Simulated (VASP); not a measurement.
Crystal: SbAs2.

```xyz
6
Lattice="4.4198 0.0000 0.0000 -2.2099 3.8277 0.0000 0.0000 0.0000 9.2397" Properties=species:S:1:pos:R:3 pbc="T T T"
Sb    0.0000    2.5518    0.0000
Sb    2.2099    1.2759    0.0000
As    0.0000    0.0000    4.6199
As    0.0000    0.0000    2.1251
As    0.0000    0.0000    7.1146
As    0.0000    0.0000    0.0000
```

The cell was built from a structure type or drawn by symmetry, and may not be a known phase.

```yaml
Program: VASP 6.6.1
Task: relaxation of cell and atoms
Functional: PBE
Potentials_or_basis: VASP PAW PBE potentials, release 64 (Sb, As)
Cutoff: 600 eV
k_mesh: 6 × 6 × 2
Occupations: gaussian, width 0.1 eV
Spin: no spin polarisation
```

At the start: pressure 34.6 GPa; volume 26.05 Å³/atom.

**Question.** How do energy, volume and symmetry change on relaxing?

**Answer.** Over 10 steps the energy falls by 1326.9 meV/atom and the volume is 40.16 Å³/atom (+54.2 %); space group P6/mmm (No. 191, to 0.1 Å) before and after.

The path:
```csv
step,energy change (eV),largest force (eV/Å),pressure (GPa),volume (Å³)
1,0.0000,7.1700,34.61,156.31
2,-6.1024,0.8191,-5.20,319.79
3,-7.4431,1.0753,-1.35,238.28
4,-7.4457,0.9725,-1.99,244.29
5,-7.4480,1.0076,-1.77,242.11
6,-7.8177,0.5539,2.16,234.29
7,-7.9538,0.1867,0.42,236.92
8,-7.9538,0.1595,0.49,236.80
9,-7.9612,0.0302,0.12,240.11
10,-7.9615,0.0022,0.03,240.98
```

Final structure:
```
CELL_PARAMETERS angstrom
5.39004 0.00000 0.00000
-2.69502 4.66792 0.00000
0.00000 0.00000 9.57792
ATOMIC_POSITIONS crystal
Sb 0.33333 0.66667 0.00000
Sb 0.66667 0.33333 0.00000
As 0.00000 0.00000 0.50000
As 0.00000 0.00000 0.25913
As 0.00000 0.00000 0.74087
As 0.00000 0.00000 0.00000
```

Caveat: the volume moved by over 15 % at a fixed basis, so the end points are rough.
